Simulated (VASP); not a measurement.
# MgO (P6_3/mmc) in VASP: notebook

The runs below take MgO through single point, with PBEsol.

All numbers are computed with VASP 6.6.1; they aren't measurements. Logs are shortened: lines on timing, memory, paths and dates and some standing lists are left out, and cuts for length are marked.

## Step 1: The cell of the first run

It takes space group P6_3/mmc (No. 194, hexagonal). Conventional cell: a = 3.436 Å, b = 3.436 Å, c = 4.055 Å, α = 90.00°, β = 90.00°, γ = 120.00°. Within 2.6 Å of Mg (site symmetry -6m2) lie 5 O at 1.98 to 2.03 Å. Within 2.6 Å of O (site symmetry -6m2) lie 5 Mg at 1.98 to 2.03 Å.

## Step 2: Single point, PBEsol

INCAR

```
SYSTEM = MgO
PREC = Accurate ; ENCUT = 520
EDIFF = 1E-6 ; ISMEAR = 0
SIGMA = 0.05 ; LREAL = .FALSE.
LASPH = .TRUE. ; NELM = 100
ALGO = Normal ; ISIF = 2
LWAVE = .FALSE. ; LCHARG = .TRUE.
GGA = PS ; LELF = .TRUE.
LVHAR = .TRUE. ; NBANDS = 16
```

KPOINTS

```
Automatic mesh
0
G
  9 9 6
  0 0 0
```

POSCAR

```
MgO
1.0
    3.4365000000      0.0000000000      0.0000000000
   -1.7182500000      2.9760963001      0.0000000000
    0.0000000000      0.0000000000      4.0549000000
Mg O
2 2
Direct
    0.6666666667      0.3333333333      0.7500000000
    0.3333333333      0.6666666667      0.2500000000
    0.6666666667      0.3333333333      0.2500000000
    0.3333333333      0.6666666667      0.7500000000
```

Potentials or basis: VASP PAW PBE potentials, release 64 (Mg, O).

Launch:

```
$ cat potpaw_PBE.64/Mg/POTCAR potpaw_PBE.64/O/POTCAR > POTCAR
$ mpirun -np 1 vasp_std > vasp.out
```

OUTCAR:

```text
SYSTEM = MgO
   PREC = Accurate
   ENCUT = 520
   EDIFF = 1E-6
   ISMEAR = 0
   LREAL = .FALSE.
   LASPH = .TRUE.
   NELM = 100
   ISIF = 2
   GGA = PS

 ion  position               nearest neighbor table
   1  0.667  0.333  0.750-   4 1.98   4 1.98   4 1.98   3 2.03   3 2.03   2 2.84   2 2.84   2 2.84
                             2 2.84   2 2.84   2 2.84
   2  0.333  0.667  0.250-   3 1.98   3 1.98   3 1.98   4 2.03   4 2.03   1 2.84   1 2.84   1 2.84
                             1 2.84   1 2.84   1 2.84
   3  0.667  0.333  0.250-   2 1.98   2 1.98   2 1.98   1 2.03   1 2.03
   4  0.333  0.667  0.750-   1 1.98   1 1.98   1 1.98   2 2.03   2 2.03

  LATTYP: Found a hexagonal cell.
 ALAT       =     3.4365000000
 C/A-ratio  =     1.1799505311

  Lattice vectors:

 A1 = (   3.4365000000,   0.0000000000,   0.0000000000)
 A2 = (  -1.7182500000,   2.9760963001,   0.0000000000)
 A3 = (   0.0000000000,   0.0000000000,   4.0549000000)

Analysis of symmetry for initial positions (statically):
=====================================================================
 Subroutine PRICEL returns:
 Original cell was already a primitive cell.

 Routine SETGRP: Setting up the symmetry group for a
 hexagonal supercell.

 Subroutine GETGRP returns: Found 24 space group operations
 (whereof 12 operations were pure point group operations)
 out of a pool of 24 trial point group operations.

The static configuration has the point symmetry D_3d.
 The point group associated with its full space group is D_6h.

Analysis of symmetry for dynamics (positions and initial velocities):
=====================================================================
 Subroutine PRICEL returns:
 Original cell was already a primitive cell.

 Routine SETGRP: Setting up the symmetry group for a
 hexagonal supercell.

 Subroutine GETGRP returns: Found 24 space group operations
 (whereof 12 operations were pure point group operations)
 out of a pool of 24 trial point group operations.

The dynamic configuration has the point symmetry D_3d.
 The point group associated with its full space group is D_6h.

 Subroutine INISYM returns: Found 24 space group operations
 (whereof 12 operations are pure point group operations),
 and found     1 'primitive' translations

----------------------------------------------------------------------------------------

                                     Primitive cell

  volume of cell :      41.4709

  direct lattice vectors                    reciprocal lattice vectors
     3.436500000  0.000000000  0.000000000     0.290993744  0.168005316  0.000000000
    -1.718250000  2.976096300  0.000000000     0.000000000  0.336010632  0.000000000
     0.000000000  0.000000000  4.054900000     0.000000000  0.000000000  0.246615206

  length of vectors
     3.436500000  3.436500000  4.054900000     0.336010632  0.336010632  0.246615206

  position of ions in fractional coordinates (direct lattice)
     0.666666667  0.333333333  0.750000000
     0.333333333  0.666666667  0.250000000
     0.666666667  0.333333333  0.250000000
     0.333333333  0.666666667  0.750000000

  ion indices of the primitive-cell ions
   primitive index   ion index
                 1           1
                 2           2
                 3           3
                 4           4

----------------------------------------------------------------------------------------

 KPOINTS: Automatic mesh

Automatic generation of k-mesh.
 Grid dimensions read from file:
 generate k-points for:    9    9    6

 Generating k-lattice:

  Cartesian coordinates                     Fractional coordinates (reciprocal lattice)
     0.032332638  0.018667257  0.000000000     0.111111111 -0.000000000  0.000000000
     0.000000000  0.037334515  0.000000000     0.000000000  0.111111111  0.000000000
     0.000000000  0.000000000  0.041102534     0.000000000  0.000000000  0.166666667

  Length of vectors
     0.037334515  0.037334515  0.041102534

  Shift w.r.t. Gamma in fractional coordinates (k-lattice)
     0.000000000  0.000000000  0.000000000

 Subroutine IBZKPT returns following result:
 ===========================================

 Found     48 irreducible k-points:

 Following reciprocal coordinates:
            Coordinates               Weight
  0.000000  0.000000  0.000000      1.000000
  0.111111  0.000000  0.000000      6.000000
  0.222222 -0.000000  0.000000      6.000000
  0.333333  0.000000  0.000000      6.000000
  0.444444 -0.000000  0.000000      6.000000
  0.111111  0.111111  0.000000      6.000000
[... 16 lines left out ...]
  0.333333  0.222222  0.166667     24.000000
  0.333333  0.333333  0.166667      4.000000
 [... further k-points ...]
   k-points           NKPTS =     48   k-points in BZ     NKDIM =     48   number of bands    NBANDS=     16
   number of dos      NEDOS =    301   number of ions     NIONS =      4
   total plane-waves  NPLWV =  23520
   dimension x,y,z NGX =    28 NGY =   28 NGZ =   30
   dimension x,y,z NGXF=    56 NGYF=   56 NGZF=   60
   ions per type =               2   2
   NGX,Y,Z   is equivalent  to a cutoff of  13.55, 13.55, 12.30 a.u.
   NGXF,Y,Z  is equivalent  to a cutoff of  27.09, 27.09, 24.60 a.u.
 SYSTEM =  MgO
   PREC   = accura    normal or accurate (medium, high low for compatibility)
   ISTART =      0    job   : 0-new  1-cont  2-samecut
   ICHARG =      2    charge: 1-file 2-atom 10-const
   ISPIN  =      1    spin polarized calculation?
   LNONCOLLINEAR =      F non collinear calculations
   LSORBIT =      F    spin-orbit coupling
   LASPH  =      T    aspherical Exc in radial PAW
   ENCUT  =  520.0 eV  38.22 Ry    6.18 a.u.   6.39  6.39  7.54*2*pi/ulx,y,z
   NELM   =    100;   NELMIN=  2; NELMDL= -5     # of ELM steps
   EDIFF  = 0.1E-05   stopping-criterion for ELM
   LREAL  =      F    real-space projection
   EDIFFG = 0.1E-04   stopping-criterion for IOM
   NSW    =      0    number of steps for IOM
   IBRION =     -1    ionic relax: 0-MD 1-quasi-New 2-CG
   NFREE  =      0    steps in history (QN), initial steepest desc. (CG)
   ISIF   =      2    stress and relaxation
   ISYM   =      2    0-nonsym 1-usesym 2-fastsym
   POTIM  = 0.5000    time-step for ionic-motion
   TEBEG  =    0.0;   TEEND  =   0.0 temperature during run
   PSTRESS=    0.0 pullay stress
   NELECT =      16.0000    total number of electrons
   NUPDOWN=      -1.0000    fix difference up-down
   EMIN   =  10.00;   EMAX   =-10.00  energy-range for DOS
   EFERMI =   0.00;   METHOD = LEGACY
   ISMEAR =     0;   SIGMA  =   0.05  broadening in eV -4-tet -1-fermi 0-gaus
   EFERMI_NEDOS =   21; number of points for ismear=-14 and -15
   IALGO  =     38    algorithm
   IMIX   =      4    mixing-type and parameters
     AMIX     =   0.40;   BMIX     =  1.00
     AMIX_MAG =   1.60;   BMIX_MAG =  1.00
  volume/ion in A,a.u.               =      10.37        69.96
  Fermi-wavevector in a.u.,A,eV,Ry     =   1.191792  2.252160 19.325270  1.420367
  Thomas-Fermi vector in A             =   2.327845
   LORBIT       =      0    0 simple, 1 ext, 2 COOP (PROOUT), +10 PAW based schemes
   GGA     = PS    functional components
   LHFCALC =     F    Hartree Fock is set to
   AEXX    =    0.0000 exact exchange contribution
   IVDW    =     0    specifies the selected vdW correction
   LEPSILON=     F    determine dielectric tensor
   LRPA    =     F    only Hartree local field effects (RPA)
 non-spin polarized calculation
 Gauss-broadening in eV      SIGMA  =   0.05
  energy-cutoff  :      520.00
  volume of cell :       41.47
 maximum number of plane-waves:      1131
 NGX is ok and might be reduce to    28

 number of electron      15.9999992 magnetization

 Free energy of the ion-electron system (eV)
  ---------------------------------------------------
  ext. energy  EPLUGINS =         0.00000000
  ---------------------------------------------------
  free energy    TOTEN  =       -24.66823694 eV

  energy without entropy =      -24.66823694  energy(sigma->0) =      -24.66823694

 E-fermi :   2.4636     XC(G=0): -10.5771

 val. band max:        2.2589290362   @ k =   0.0000   0.0000   0.0000
 cond. band min:       5.8819867115   @ k =   0.0000   0.0000   0.0000
 fundamental gap:      3.6230576754
 Fermi energy:         2.4635832025

 k-point     1 :       0.0000    0.0000    0.0000
  band No.  band energies     occupation
      1     -14.8727      2.00000
      2     -13.2533      2.00000
      3      -1.5947      2.00000
      4       0.3754      2.00000
      5       0.3754      2.00000
      6       1.4020      2.00000
[... 8 lines left out ...]
     15      18.0188      0.00000
     16      18.4527      0.00000

 k-point     2 :       0.1111    0.0000    0.0000
  band No.  band energies     occupation
      1     -14.8041      2.00000
      2     -13.2666      2.00000
      3      -1.4947      2.00000
      4       0.1736      2.00000
      5       0.2709      2.00000
      6       1.0954      2.00000
[... 8 lines left out ...]
     15      17.5741      0.00000
     16      17.9354      0.00000

 k-point     3 :       0.2222   -0.0000    0.0000
  band No.  band energies     occupation
      1     -14.6147      2.00000
      2     -13.3151      2.00000
      3      -1.2075      2.00000
      4      -0.4232      2.00000
      5       0.0546      2.00000
      6       0.6644      2.00000
[... 8 lines left out ...]
     15      16.9165      0.00000
     16      17.3356      0.00000

 k-point     4 :       0.3333    0.0000    0.0000
  band No.  band energies     occupation
      1     -14.3541      2.00000
      2     -13.4129      2.00000
      3      -1.0902      2.00000
      4      -0.7798      2.00000
      5      -0.1452      2.00000
      6       0.3990      2.00000
[... 8 lines left out ...]
     15      16.6900      0.00000
     16      17.5105      0.00000

 k-point     5 :       0.4444   -0.0000    0.0000
  band No.  band energies     occupation
      1     -14.1206      2.00000
      2     -13.5381      2.00000
      3      -1.4893      2.00000
      4      -0.3508      2.00000
      5      -0.2596      2.00000
      6       0.2699      2.00000
[... 8 lines left out ...]
     15      17.2572      0.00000
     16      17.7021      0.00000

 k-point     6 :       0.1111    0.1111    0.0000
  band No.  band energies     occupation
      1     -14.6750      2.00000
      2     -13.2976      2.00000
      3      -1.3008      2.00000
      4      -0.1465      2.00000
      5      -0.0224      2.00000
      6       0.8420      2.00000
[... 8 lines left out ...]
     15      17.1482      0.00000
     16      17.2630      0.00000
[... 267 lines left out ...]
 k-point    21 :       0.4444    0.1111    0.1667
  band No.  band energies     occupation
      1     -13.9908      2.00000
      2     -13.5955      2.00000
      3      -1.7031      2.00000
      4      -0.4939      2.00000
      5      -0.4622      2.00000
      6       0.3694      2.00000
[... 8 lines left out ...]
     15      16.7417      0.00000
     16      17.9263      0.00000

 k-point    22 :       0.2222    0.2222    0.1667
  band No.  band energies     occupation
      1     -14.1490      2.00000
      2     -13.5077      2.00000
      3      -1.2326      2.00000
      4      -1.1459      2.00000
      5      -0.0014      2.00000
      6       0.3858      2.00000
[... 8 lines left out ...]
     15      17.1827      0.00000
     16      18.2290      0.00000

 k-point    23 :       0.3333    0.2222    0.1667
  band No.  band energies     occupation
      1     -13.9423      2.00000
      2     -13.6233      2.00000
      3      -1.5316      2.00000
      4      -0.8728      2.00000
      5      -0.4117      2.00000
      6       0.6499      2.00000
[... 8 lines left out ...]
     15      16.9184      0.00000
     16      18.5033      0.00000

 k-point    24 :       0.3333    0.3333    0.1667
  band No.  band energies     occupation
      1     -13.7668      2.00000
      2     -13.7668      2.00000
      3      -1.5235      2.00000
      4      -0.7213      2.00000
      5      -0.7213      2.00000
      6       1.0189      2.00000
[... 8 lines left out ...]
     15      16.6897      0.00000
     16      19.3618      0.00000

 [... further k-points ...]

------------------------ aborting loop because EDIFF is reached ----------------------------------------

  FORCE on cell =-STRESS in cart. coord.  units (eV):
  Direction    XX          YY          ZZ          XY          YZ          ZX
  --------------------------------------------------------------------------------------
  -------------------------------------------------------------------------------------
  Total        2.1537884      2.1537884      3.4622126      0.0000000      0.0000000      0.0000000
  in kB       83.2089684     83.2089684    133.7583300      0.0000000      0.0000000      0.0000000
  external PRESSURE =     100.0587556 kB  Pullay stress =       0.0000000 kB

 VOLUME and BASIS-vectors are now :
 -----------------------------------------------------------------------------
  energy-cutoff  :      520.00
  volume of cell :       41.47
      direct lattice vectors                 reciprocal lattice vectors
     3.436500000  0.000000000  0.000000000     0.290993744  0.168005316  0.000000000
    -1.718250000  2.976096300  0.000000000     0.000000000  0.336010632  0.000000000
     0.000000000  0.000000000  4.054900000     0.000000000  0.000000000  0.246615206

 POSITION                                       TOTAL-FORCE (eV/Angst)
 -----------------------------------------------------------------------------------
      1.71825      0.99203      3.04117         0.000000     -0.000000      0.000000
     -0.00000      1.98406      1.01372        -0.000000      0.000000      0.000000
      1.71825      0.99203      1.01372        -0.000000      0.000000      0.000000
     -0.00000      1.98406      3.04117         0.000000      0.000000      0.000000
 -----------------------------------------------------------------------------------
    total drift:                               -0.000000      0.000000     -0.000000

  FREE ENERGIE OF THE ION-ELECTRON SYSTEM (eV)
  ---------------------------------------------------
  free  energy   TOTEN  =       -24.6682369413 eV

  energy  without entropy=      -24.6682369413  energy(sigma->0) =      -24.66823694
```

Wall time 28 s (1 thread of AMD EPYC 7R43 (Zen 3), shared host); peak memory 0.14 GiB.

What came out:

```yaml
Free_energy: -24.6682 eV
Pressure: 10.0 GPa
Band_gap_on_the_k_mesh: 3.62 eV, direct
```

Levels at points of the mesh, in eV from the valence-band top:
| k point | band 6 | band 7 | band 8 | band 9 | band 10 | band 11 |
| --- | --- | --- | --- | --- | --- | --- |
| (0.00, 0.00, 0.00) | -0.86 | -0.86 | 0.00 | 3.62 | 9.95 | 12.73 |
| (0.00, 0.00, 0.50) | -1.40 | -1.40 | -1.40 | 6.69 | 6.69 | 13.08 |

Caveat: the PAW data sets were made with another functional, which shifts forces and pressure a little. As with any semilocal functional, this PBEsol gap is likely too small.

## Step 3: Single point, PBEsol

This run uses another cell than the first one, of 10.34 Å³/atom, 0.998 times its volume.

INCAR

```
SYSTEM = MgO
PREC = Accurate
ENCUT = 520
EDIFF = 1E-6
ISMEAR = 0
SIGMA = 0.05
LREAL = .FALSE.
LASPH = .TRUE.
NELM = 60
ALGO = Normal
ISIF = 2
LWAVE = .FALSE.
LCHARG = .FALSE.
GGA = PS
NBANDS = 16
```

KPOINTS

```
regular mesh
0
G
  9 9 6
  0 0 0
```

POSCAR

```
MgO
1.0
    3.3200000000      0.0000000000      0.0000000000
   -1.6600000000      2.8752043406      0.0000000000
    0.0000000000      0.0000000000      4.3345000000
Mg O
2 2
Direct
    0.6666666667      0.3333333333      0.7500000000
    0.3333333333      0.6666666667      0.2500000000
    0.6666666667      0.3333333333      0.2500000000
    0.3333333333      0.6666666667      0.7500000000
```

Potentials or basis: VASP PAW PBE potentials, release 64 (Mg, O).

Launch:

```
$ cat potpaw_PBE.64/Mg/POTCAR potpaw_PBE.64/O/POTCAR > POTCAR
$ mpirun -np 1 vasp_std > vasp.out
```

It took 23 s on 1 thread of AMD EPYC 7R43 (Zen 3), shared host; peak memory 0.14 GiB.

It converged, with:

| Item | Value |
| --- | --- |
| Free energy | -24.5372 eV |
| Pressure | 11.8 GPa |
| Band gap on the k mesh | 3.56 eV, direct |

Stress tensor (GPa, compression positive):
```
17.94  0.00  0.00
 0.00 17.94  0.00
 0.00  0.00 -0.45
```

Levels at points of the mesh, in eV from the valence-band top:
```tsv
k point	band 5	band 6	band 7	band 8	band 9	band 10	band 11	band 12
(0.00, 0.00, 0.00)	-1.82	-1.07	-1.07	0.00	3.56	9.60	11.78	13.41
(0.00, 0.00, 0.50)	-1.46	-1.46	-1.46	-1.46	6.57	6.57	13.77	13.77
```

Caveat: the PAW data sets were made with another functional, which shifts forces and pressure a little.

## Step 4: Single point, PBEsol

This run uses another cell than the first one, of the same volume but with other edges.

INCAR

```
ALGO = Normal ; EDIFF = 1E-7
ENCUT = 520 ; GGA = PS
ISIF = 2 ; ISMEAR = 0
LASPH = True ; LCHARG = False
LREAL = False ; LWAVE = False
NBANDS = 16 ; NELM = 80
PREC = Accurate ; SIGMA = 0.05
```

KPOINTS

```
k-points
0
Gamma
  9 9 6
```

POSCAR

```
MgO
1.0
    3.3783000000      0.0000000000      0.0000000000
   -1.6891500000      2.9256936216      0.0000000000
    0.0000000000      0.0000000000      4.1947132285
Mg O
2 2
Direct
    0.6666666667      0.3333333333      0.7500000000
    0.3333333333      0.6666666667      0.2500000000
    0.6666666667      0.3333333333      0.2500000000
    0.3333333333      0.6666666667      0.7500000000
```

Launch:

```
$ cat potpaw_PBE.64/Mg/POTCAR potpaw_PBE.64/O/POTCAR > POTCAR
$ mpirun -np 1 vasp_std > vasp.out
```

It took 38 s on 1 thread of Intel Xeon 8259CL, shared host; peak memory 0.18 GiB.

Results (log left out):

| Quantity | Value |
| --- | --- |
| Free energy | -24.6554 eV |
| Pressure | 9.9 GPa |
| Band gap on the k mesh | 3.59 eV, direct |

Stress tensor (GPa, compression positive):
```
12.44  0.00  0.00
 0.00 12.44  0.00
 0.00  0.00  4.96
```

Levels at points of the mesh, in eV from the valence-band top:
| k point | band 4 | band 5 | band 6 | band 7 | band 8 | band 9 | band 10 | band 11 | band 12 | band 13 |
| --- | --- | --- | --- | --- | --- | --- | --- | --- | --- | --- |
| (0.00, 0.00, 0.00) | -1.86 | -1.86 | -0.97 | -0.97 | 0.00 | 3.59 | 9.72 | 12.23 | 13.03 | 13.03 |
| (0.00, 0.00, 0.50) | -2.60 | -1.44 | -1.44 | -1.44 | -1.44 | 6.62 | 6.62 | 13.39 | 13.39 | 13.39 |

Caveat: the PAW data sets were made with another functional, which shifts forces and pressure a little. As with any semilocal functional, this PBEsol gap is likely too small.

[end of part 1 of 2]
